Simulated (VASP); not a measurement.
BaSr2O2:

```
Ba Sr O
1.0
     0.00000    4.81001    4.91132
     3.22656    0.00000    4.91132
     3.22656    4.81001    0.00000
Ba Sr O
1 2 2
Cartesian
  3.2266 4.8100 4.9113
  3.2266 1.5235 4.9113
  3.2266 8.0965 4.9113
  3.2266 4.8100 2.4557
  3.2266 4.8100 7.3670
```

The cell was generated, and may not be a known phase.

```yaml
Program: VASP 6.6.1
Task: relaxation of cell and atoms
Functional: PBE
Potentials_or_basis: VASP PAW PBE potentials, release 64 (Ba_sv, Sr_sv, O)
Cutoff: 600 eV
k_mesh: 4 × 4 × 4
Occupations: gaussian, width 0.1 eV
Spin: no spin polarisation
```

At the start: pressure -0.2 GPa; volume 30.49 Å³/atom.

Q: Where does the relaxation end?

A: Over 19 steps the energy falls by 1287.1 meV/atom and the volume is 38.37 Å³/atom (+25.8 %); space group Fmmm (No. 69, to 0.1 Å) before and after.

The path:
```
step  energy change (eV)  largest force (eV/Å)  pressure (GPa)  volume (Å³)
   1              0.0000                2.2817           -0.16       152.45
   2             -2.8820                7.2119            8.81       147.89
   3             -2.9066                6.9688            8.22       148.18
   4             -4.8511                4.7342            5.47       159.28
   5             -5.8612                0.6378            3.63       177.04
   6             -5.8969                1.1226            3.72       174.53
   7             -6.2584                0.9119            0.48       181.63
   8             -6.2700                0.9522           -0.19       183.54
   9             -6.2702                0.9466           -0.10       183.27
  10             -6.3102                0.6236            0.27       183.20
  11             -6.3374                0.2005            0.97       183.08
  12             -6.3687                0.2081            0.66       185.43
  13             -6.4191                0.2382           -0.20       192.49
  14             -6.4218                0.2470           -0.44       194.60
  15             -6.4323                0.1219           -0.12       193.60
  16             -6.4329                0.0830           -0.02       193.32
  17             -6.4342                0.0210           -0.08       193.11
  18             -6.4347                0.0496           -0.14       192.88
  19             -6.4353                0.0368            0.01       191.83
```

Final structure:
```yaml
crystal:
  lattice:
    - [0.00000, 6.24893, 3.97424]
    - [3.86212, 0.00000, 3.97424]
    - [3.86212, 6.24893, 0.00000]
  atoms:
    - { symbol: Ba, position: [0.50000, 0.50000, 0.50000] }
    - { symbol: Sr, position: [0.13736, 0.86264, 0.13736] }
    - { symbol: Sr, position: [0.86264, 0.13736, 0.86264] }
    - { symbol: O, position: [0.18729, 0.18729, 0.81271] }
    - { symbol: O, position: [0.81271, 0.81271, 0.18729] }
```

Caveat: the volume moved by over 15 % at a fixed basis, so the end points are rough.
